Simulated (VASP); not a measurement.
# Al in VASP: a series of runs, part 2 of 2

VASP 6.6.1.

### 3 Single point, PBE (atoms moved at random and the cell strained at random)

The input, INCAR:

```
SYSTEM = Al
PREC     = Accurate       ! precision mode
ENCUT    = 520            ! plane-wave cutoff, eV
EDIFF    = 1E-7           ! SCF threshold, eV
ISMEAR   = 0              ! smearing method
SIGMA    = 0.1            ! smearing width, eV
LREAL    = .False.        ! projectors in reciprocal space
LASPH    = .True.         ! aspherical terms in the spheres
NELM     = 80             ! most SCF steps
ALGO     = Fast           ! electronic algorithm
ISIF     = 2              ! what is computed and relaxed
LWAVE    = .False.        ! write WAVECAR
LCHARG   = .False.        ! write CHGCAR
GGA      = PE             ! functional
NBANDS   = 10             ! bands
```

The input, KPOINTS:

```
regular mesh
0
Gamma
  14 14 8
  0 0 0
```

The input, POSCAR:

```
Al
1.0
    2.8967727629      0.0035999428      0.0132747893
   -1.4452687395      2.4621114402      0.0077086297
    0.0229715320      0.0286657465      4.9561566975
Al
2
Direct
    0.6598403462      0.3227242862      0.7469939489
    0.3401596538      0.6772757138      0.2530060511
```

Potentials or basis: VASP PAW PBE potentials, release 64 (Al).

Launch:

```sh
$ cat potpaw_PBE.64/Al/POTCAR > POTCAR
$ mpirun -np 1 vasp_std > vasp.out
```

OUTCAR:

```text
SYSTEM = Al
   PREC = Accurate
   ENCUT = 520
   EDIFF = 1E-7
   ISMEAR = 0
   LREAL = .False.
   LASPH = .True.
   NELM = 80
   ISIF = 2
   GGA = PE

 ion  position               nearest neighbor table
   1  0.660  0.323  0.747-   2 2.93   2 2.95   2 2.96   2 2.97   2 3.02   2 3.05
   2  0.340  0.677  0.253-   1 2.93   1 2.95   1 2.96   1 2.97   1 3.02   1 3.05

  LATTYP: Found a triclinic cell.
 ALAT       =     2.8612998546
 B/A-ratio  =     0.9977877815
 C/A-ratio  =     1.7321822538
 COS(alpha) =     0.0053415577
 COS(beta)  =     0.0146685980
 COS(gamma) =     0.4863803255

  Lattice vectors:

 A1 = (   1.4515040234,   2.4657113830,   0.0209834190)
 A2 = (  -1.4452687395,   2.4621114402,   0.0077086297)
 A3 = (   0.0229715320,   0.0286657465,   4.9561566975)

Analysis of symmetry for initial positions (statically):
=====================================================================
 Subroutine PRICEL returns:
 Original cell was already a primitive cell.

 Routine SETGRP: Setting up the symmetry group for a
 triclinic supercell.

 Subroutine GETGRP returns: Found  2 space group operations
 (whereof  2 operations were pure point group operations)
[... 169 lines left out ...]
 cond. band min:       7.2961185233   @ k =   0.2857   0.1429   0.3750
 fundamental gap:      0.0038554295
 Fermi energy:         7.2933651787

 k-point     1 :       0.0000    0.0000    0.0000
  band No.  band energies     occupation
      1      -3.3760      2.00000
      2       2.3507      2.00000
      3       2.7271      2.00000
      4      17.9737      0.00000
      5      18.0732      0.00000
      6      18.3087      0.00000
      7      18.5096      0.00000
      8      18.8182      0.00000
      9      19.1084      0.00000
     10      21.3285      0.00000
[... 287 lines left out ...]
 k-point    24 :       0.0714    0.1429    0.0000
  band No.  band energies     occupation
      1      -2.5120      2.00000
      2       3.1868      2.00000
      3       3.5493      2.00000
      4      12.4762      0.00000
      5      13.4345      0.00000
      6      17.3410      0.00000
      7      17.7842      0.00000
      8      18.0344      0.00000
      9      18.4557      0.00000
     10      19.6440      0.00000

 [... further k-points ...]
[... 5 lines left out ...]
  --------------------------------------------------------------------------------------
  -------------------------------------------------------------------------------------
  Total       -0.9429369     -0.6013461     -0.9467730      0.0159838      0.0449594      0.0162473
  in kB      -42.7103532    -27.2379871    -42.8841101      0.7239881      2.0364384      0.7359223
  external PRESSURE =     -37.6108168 kB  Pullay stress =       0.0000000 kB

 VOLUME and BASIS-vectors are now :
 -----------------------------------------------------------------------------
  energy-cutoff  :      520.00
  volume of cell :       35.37
      direct lattice vectors                 reciprocal lattice vectors
     2.896772763  0.003599943  0.013274789     0.344972780  0.202509002 -0.002770216
    -1.445268739  2.462111440  0.007708630    -0.000493648  0.405873027 -0.002345227
     0.022971532  0.028665746  4.956156697    -0.000923223 -0.001173690  0.201780314

 POSITION                                       TOTAL-FORCE (eV/Angst)
 -----------------------------------------------------------------------------------
      1.46214      0.81837      3.71347        -0.000050      0.030564      0.078172
      0.01233      1.67601      1.26367         0.000050     -0.030564     -0.078172
 -----------------------------------------------------------------------------------
    total drift:                                0.000000     -0.000000      0.000000

  FREE ENERGIE OF THE ION-ELECTRON SYSTEM (eV)
  ---------------------------------------------------
  free  energy   TOTEN  =        -7.3963175627 eV

  energy  without entropy=       -7.3923039048  energy(sigma->0) =       -7.39431073
```

stdout:

```text
POSCAR found type information on POSCAR Al
 POSCAR found :  1 types and       2 ions
 scaLAPACK will be used
 LDA part: xc-table for (Slater+PW92), standard interpolation
 POSCAR, INCAR and KPOINTS ok, starting setup
 FFT: planning ... GRIDC
 FFT: planning ... GRID_SOFT
 FFT: planning ... GRID
 WAVECAR not read
 entering main loop
```

Run time: 2.4 min. Hardware: 1 thread of Intel Xeon Platinum 8375C at 2.90GHz (Ice Lake), shared host; peak memory 0.33 GiB.

What came out:

```
Free energy            : -7.3963 eV
Pressure               : -3.8 GPa
Largest force          : 0.084 eV/Å
Band gap on the k mesh : zero (band 3 reaches 10.73 eV, above the bottom of band 4 at 4.22 eV)
```

Forces on the atoms (eV/Å):
```
Al   0.000  0.031  0.078
Al   0.000 -0.031 -0.078
```

Levels at points of the mesh, in eV from the Fermi level:
```tsv
k point	band 1	band 2	band 3	band 4	band 5	band 6	band 7	band 8
(0.00, 0.00, 0.00)	-10.67	-4.94	-4.57	10.68	10.78	11.02	11.22	11.52
(0.50, 0.00, 0.00)	-4.98	-4.75	0.32	0.66	1.08	1.58	6.12	7.60
(0.00, 0.50, 0.00)	-4.76	-4.65	0.60	0.89	1.21	1.60	5.60	7.10
(0.50, 0.50, 0.00)	-4.95	-4.74	0.49	0.56	1.14	1.54	6.05	7.52
(0.00, 0.00, 0.50)	-9.25	-9.10	2.30	2.39	11.79	11.85	12.12	12.30
(0.50, 0.00, 0.50)	-3.77	-3.61	-3.23	-2.99	7.25	7.30	7.34	7.37
(0.00, 0.50, 0.50)	-3.61	-3.53	-2.96	-2.80	6.81	6.94	7.12	7.20
(0.50, 0.50, 0.50)	-3.69	-3.66	-3.08	-3.07	7.18	7.23	7.43	7.45
```

Caveat: the cell differs from its parent crystal (atoms moved at random and the cell strained at random).

### 4 Single point, PBE (atoms moved at random and the cell strained at random)

The input, INCAR:

```
ALGO = Fast ; EDIFF = 1E-6
ENCUT = 520 ; GGA = PE
ISIF = 2 ; ISMEAR = 0
LASPH = True ; LCHARG = True
LELF = True ; LREAL = False
LVHAR = True ; LWAVE = False
NBANDS = 10 ; NELM = 60
PREC = Accurate ; SIGMA = 0.1
```

The input, KPOINTS:

```
k-points
0
Gamma
  14 14 8
```

The input, POSCAR:

```
Al
1.0
    2.8901916174      0.0108279531      0.0004781174
   -1.4357185262      2.4915493112      0.0006377781
    0.0008273645      0.0017520660      4.9223807585
Al
2
Direct
    0.6767413754      0.3418772232      0.7470905206
    0.3232586246      0.6581227768      0.2529094794
```

Potentials or basis: VASP PAW PBE potentials, release 64 (Al).

Launch:

```sh
$ cat potpaw_PBE.64/Al/POTCAR > POTCAR
$ mpirun -np 1 vasp_std > vasp.out
```

OUTCAR:

```text
EDIFF = 1E-6
   ENCUT = 520
   GGA = PE
   ISIF = 2
   ISMEAR = 0
   LASPH = True
   LREAL = False
   NELM = 60
   PREC = Accurate

 ion  position               nearest neighbor table
   1  0.677  0.342  0.747-   2 2.92   2 2.95   2 2.97   2 2.97   2 3.00   2 3.02
   2  0.323  0.658  0.253-   1 2.92   1 2.95   1 2.97   1 2.97   1 3.00   1 3.02

  LATTYP: Found a triclinic cell.
 ALAT       =     2.8943712946
 B/A-ratio  =     0.9985629506
 C/A-ratio  =     1.7006737004
 COS(alpha) =     0.0003348409
 COS(beta)  =     0.0007777369
 COS(gamma) =     0.5057533607

[... 494 lines left out ...]
      5      13.3879      0.00000
      6      17.1866      0.00000
      7      17.5916      0.00000
      8      18.1359      0.00000
      9      18.4599      0.00000
     10      19.4949      0.00000

 [... further k-points ...]
[... 5 lines left out ...]
  --------------------------------------------------------------------------------------
  -------------------------------------------------------------------------------------
  Total       -0.9312482     -0.9184009     -0.9016570     -0.0340412     -0.0051361     -0.0053373
  in kB      -42.0018278    -41.4223822    -40.6671850     -1.5353499     -0.2316503     -0.2407256
  external PRESSURE =     -41.3637983 kB  Pullay stress =       0.0000000 kB

 VOLUME and BASIS-vectors are now :
 -----------------------------------------------------------------------------
  energy-cutoff  :      520.00
  volume of cell :       35.52
      direct lattice vectors                 reciprocal lattice vectors
     2.890191617  0.010827953  0.000478117     0.345252498  0.198946691 -0.000128844
    -1.435718526  2.491549311  0.000637778    -0.001500400  0.400492150 -0.000142298
     0.000827364  0.001752066  4.922380759    -0.000033340 -0.000071215  0.203153759

 POSITION                                       TOTAL-FORCE (eV/Angst)
 -----------------------------------------------------------------------------------
      1.46569      0.86044      3.67801        -0.023364     -0.026744      0.078227
     -0.01039      1.64369      1.24549         0.023364      0.026744     -0.078227
 -----------------------------------------------------------------------------------
    total drift:                               -0.000000     -0.000000     -0.000000

  FREE ENERGIE OF THE ION-ELECTRON SYSTEM (eV)
  ---------------------------------------------------
  free  energy   TOTEN  =        -7.3937529483 eV

  energy  without entropy=       -7.3894254272  energy(sigma->0) =       -7.39158919
```

OSZICAR:

```text
N       E                     dE             d eps       ncg     rms          rms(c)
DAV:   1    -0.197820971082E+00   -0.19782E+00   -0.22944E+03 15760   0.468E+02
DAV:   2    -0.727561655439E+01   -0.70778E+01   -0.67951E+01 20816   0.528E+01
DAV:   3    -0.743929550592E+01   -0.16368E+00   -0.16239E+00 20300   0.648E+00
DAV:   4    -0.744002963837E+01   -0.73413E-03   -0.73407E-03 18682   0.500E-01
DAV:   5    -0.744003611853E+01   -0.64802E-05   -0.64804E-05 18862   0.483E-02    0.166E+00
RMM:   6    -0.741270145050E+01    0.27335E-01   -0.33909E-03 15926   0.339E-01    0.971E-01
RMM:   7    -0.739389217341E+01    0.18809E-01   -0.88397E-03 16430   0.540E-01    0.134E-01
RMM:   8    -0.739376066348E+01    0.13151E-03   -0.30662E-04 17448   0.119E-01    0.869E-02
RMM:   9    -0.739375664834E+01    0.40151E-05   -0.66312E-05 18236   0.522E-02    0.244E-02
RMM:  10    -0.739375250814E+01    0.41402E-05   -0.12096E-05 18306   0.257E-02    0.114E-02
RMM:  11    -0.739375294831E+01   -0.44017E-06   -0.33499E-06 18013   0.119E-02
   1 F= -.73937529E+01 E0= -.73915892E+01  d E =-.432752E-02
```

Wall time 2 min (1 thread of Intel Xeon Platinum 8375C at 2.90GHz (Ice Lake), shared host); peak memory 0.33 GiB.

What came out:

- Free energy: -7.3938 eV
- Pressure: -4.1 GPa
- Largest force: 0.086 eV/Å
- Band gap on the k mesh: zero (band 3 reaches 10.87 eV, above the bottom of band 4 at 4.18 eV)

Forces on the atoms (eV/Å):
```
Al  -0.023 -0.027  0.078
Al   0.023  0.027 -0.078
```

Stress tensor (GPa, compression positive):
```
-4.20 -0.15 -0.02
-0.15 -4.14 -0.02
-0.02 -0.02 -4.07
```

Caveat: the cell differs from its parent crystal (atoms moved at random and the cell strained at random).

### 5 The runs side by side

```tsv
cell	k mesh	gap on the mesh (eV)	pressure (GPa)	largest force (eV/Å)
a = 2.753, b = 2.753, c = 4.690 Å, angles 90.0, 90.0, 120.0°, 2 atoms	18 × 18 × 10	none	7.0	-
a = 2.897, b = 2.855, c = 4.956 Å, angles 89.7, 89.5, 120.3°, 2 atoms	14 × 14 × 8	none	-3.8	0.08
a = 2.890, b = 2.876, c = 4.922 Å, angles 90.0, 90.0, 119.7°, 2 atoms	14 × 14 × 8	none	-4.1	0.09
```

Alike in all rows: task single point; level PBE; potentials or basis VASP PAW PBE potentials, release 64 (Al); no spin polarisation; cutoff (eV) 520; smearing gaussian 0.1 eV.

Absolute energies hang on the potentials; compare differences alone.
